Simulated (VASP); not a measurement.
Crystal: CuO.

```xyz
2
Lattice="0.0000 2.3116 2.3116 2.3116 0.0000 2.3116 2.3116 2.3116 0.0000" Properties=species:S:1:pos:R:3 pbc="T T T"
Cu    0.0000    0.0000    0.0000
O     1.1558    1.1558    1.1558
```

Base run:

| Property | Result |
| --- | --- |
| Program | VASP 6.6.1 |
| Functional | BLYP |
| Potentials or basis | VASP PAW PBE potentials, release 64 (Cu, O) |
| Cutoff | 520 eV |
| k mesh | 10 × 10 × 10 |
| Occupations | fermi-dirac, width 0.05 eV |
| Spin | no spin polarisation |

Its results: pressure -2.7 GPa.

Task: The run is repeated on the same cell with these changes: functional from BLYP to PBEsol; further incar settings from ALGO = Normal; EDIFF = 1e-06; NBANDS = 16 to ALGO = Normal; EDIFF = 1e-07; NBANDS = 16. What comes out?

Result: Pressure -13.4 GPa.

Caveats: the PAW data sets were made with another functional, which shifts forces and pressure a little; an odd number of electrons without spin polarisation forces a metal; a magnetic or distorted state may lie lower.
